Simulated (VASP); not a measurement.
Here is a VASP 6.6.1 calculation.

File INCAR:

```
  ALGO = Normal
  EDIFF = 1E-6
  ENCUT = 520
  GGA = PE
  ISIF = 2
  ISMEAR = 0
  LASPH = T
  LCHARG = F
  LREAL = F
  LWAVE = F
  NBANDS = 12
  NELM = 100
  PREC = Accurate
  SIGMA = 0.05
```

Contents of KPOINTS:

```
k-points
0
Gamma
  18 18 18
```

The input POSCAR:

```
P
1.0
    1.7257251800      0.9963479000      3.1296800100
   -1.7257251800      0.9963479000      3.1296800100
    0.0000000000     -1.9926957900      3.1296800100
P
2
Direct
    0.2270802500      0.2270802500      0.2270802500
    0.7729197500      0.7729197500      0.7729197500
```

Potentials or basis: VASP PAW PBE potentials, release 64 (P).

The run is started by

```console
$ cat potpaw_PBE.64/P/POTCAR > POTCAR
$ mpirun -np 1 vasp_std > vasp.out
```

Q: What does it give for the largest force?

A: 0.238 eV/Å.

Q: What does it give for the band gap on the k mesh?

A: Zero (bands 5 and 6 overlap by 0.79 eV).

Q: Estimate the pressure.

A: 1.5 GPa.

Stress tensor (GPa, compression positive):
```
1.92 0.00 0.00
0.00 1.92 0.00
0.00 0.00 0.81
```
